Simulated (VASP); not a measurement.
A run of VASP 6.6.1 is set up as follows.

Contents of INCAR:

```
SYSTEM = Ni
PREC = Accurate
ENCUT = 600
EDIFF = 1E-6
ISMEAR = -1
SIGMA = 0.1
LREAL = .FALSE.
LASPH = .TRUE.
NELM = 200
ALGO = Normal
ISIF = 2
LWAVE = .FALSE.
LCHARG = .FALSE.
ISPIN = 2
MAGMOM = 2 2
LORBIT = 11
LMAXMIX = 4
LDAU = .TRUE.
LDAUTYPE = 2
LDAUL = 2
LDAUU = 6.2
LDAUJ = 0
LDAUPRINT = 1
GGA = PE
NBANDS = 21
GGA_COMPAT = .FALSE.
```

The input KPOINTS:

```
Automatic mesh
0
G
  12 12 12
  0 0 0
```

Contents of POSCAR:

```
Ni
1.0
    3.5456000000      1.7728000000      1.7728000000
    1.7728000000      3.5456000000      1.7728000000
    1.7728000000      1.7728000000      3.5456000000
Ni
2
Direct
    0.0000000000      0.0000000000      0.0000000000
    0.5000000000      0.5000000000      0.5000000000
```

Potentials or basis: VASP PAW PBE potentials, release 64 (Ni).

Run with:

```bash
$ cat potpaw_PBE.64/Ni/POTCAR > POTCAR
$ mpirun -np 1 vasp_std > vasp.out
```

**Question.** Predict the site moments.

**Answer.** Ni +0.82 μB.

**Question.** Predict the net moment.

**Answer.** 1.53 μB per cell.

**Question.** Estimate the pressure.

**Answer.** -12.0 GPa.

Eigenvalues of the final occupation matrices:
| site | spin | trace | eigenvalues |
| --- | --- | --- | --- |
| site 1 d | 1 | 4.73 | 0.94 0.94 0.94 0.95 0.95 |
| site 1 d | 2 | 3.84 | 0.66 0.66 0.66 0.93 0.93 |
| site 2 d | 1 | 4.73 | 0.94 0.94 0.94 0.95 0.95 |
| site 2 d | 2 | 3.84 | 0.66 0.66 0.66 0.93 0.93 |

Caveat: the cell stands under tension; the U is typed as a test and isn't derived for this compound. The state reached can hang on the start; a lower one may exist.
